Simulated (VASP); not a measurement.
A run of VASP 6.6.1:

POSCAR

```
AlRu
1.0
    3.0502737196      0.0000000000      0.0000000000
    0.0000000000      3.0502737196      0.0000000000
    0.0000000000      0.0000000000      3.0502737196
Ru Al
1 1
Direct
    0.5000000000      0.5000000000      0.5000000000
    0.0000000000      0.0000000000      0.0000000000
```

File INCAR.step1:

```
ALGO = Normal ; EDIFF = 1E-5
ENCUT = 520 ; GGA = PE
ISIF = 2 ; ISMEAR = -1
LASPH = True ; LCHARG = False
LREAL = False ; LWAVE = True
NBANDS = 16 ; NELM = 60
PREC = Accurate ; SIGMA = 0.05
```

File INCAR.step2:

```
AEXX = 0.25 ; ALGO = Normal
EDIFF = 1E-6 ; ENCUT = 520
GGA = PE ; ISIF = 2
ISMEAR = -1 ; ISTART = 1
LASPH = True ; LCHARG = False
LHFCALC = True ; LREAL = False
LWAVE = False ; NBANDS = 16
NELM = 60 ; PREC = Accurate
PRECFOCK = Normal ; SIGMA = 0.05
```

File KPOINTS:

```
k-points
0
Gamma
  6 6 6
```

Potentials or basis: VASP PAW PBE potentials, release 64 (Ru_pv, Al).

Command:

```bash
$ cat potpaw_PBE.64/Ru_pv/POTCAR potpaw_PBE.64/Al/POTCAR > POTCAR
$ cp INCAR.step1 INCAR
$ mpirun -np 1 vasp_std > vasp.out
$ cp INCAR.step2 INCAR
$ mpirun -np 1 vasp_std > vasp.out
```

Hardware: 1 thread of Intel(R) Xeon(R) Platinum 8259CL CPU @ 2.50GHz (Skylake/Cascade Lake), on a shared host.

Q: Estimate the wall time of this run.

A: Run time: 33 min on 1 thread of Intel(R) Xeon(R) Platinum 8259CL CPU @ 2.50GHz (Skylake/Cascade Lake) (shared host), peak memory 0.16 GiB. Counts: k points 20.
